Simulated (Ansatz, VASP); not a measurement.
# Two plane-wave programs on BaTiO3

```
Ba Ti O
1.0
     3.97233    0.00000    0.00000
     0.00000    3.97233    0.00000
     0.00000    0.00000    3.97233
Ba Ti O
1 1 3
Cartesian
  1.9862 1.9862 1.9862
  0.0000 0.0000 0.0000
  1.9862 0.0000 0.0000
  0.0000 1.9862 0.0000
  0.0000 0.0000 1.9862
```

Alike in both runs: task single point; functional PBE; k mesh 6 × 6 × 6; no spin polarisation.

|  | VASP | Ansatz |
| --- | --- | --- |
| version | VASP 6.6.1 | Ansatz 0.2.0 |
| potentials or method | VASP PAW PBE potentials, release 64 (Ba_sv, Ti_sv, O), cutoff 520 eV | plane waves, PAW |
| occupations | gaussian, width 0.01 eV | fixed |
| valence electrons in the cell | 40 | 40 |

```csv
,VASP,Ansatz,Ansatz less VASP
pressure (GPa),8.2,6.2,-1.94
```

Spin-orbit coupling is off throughout.
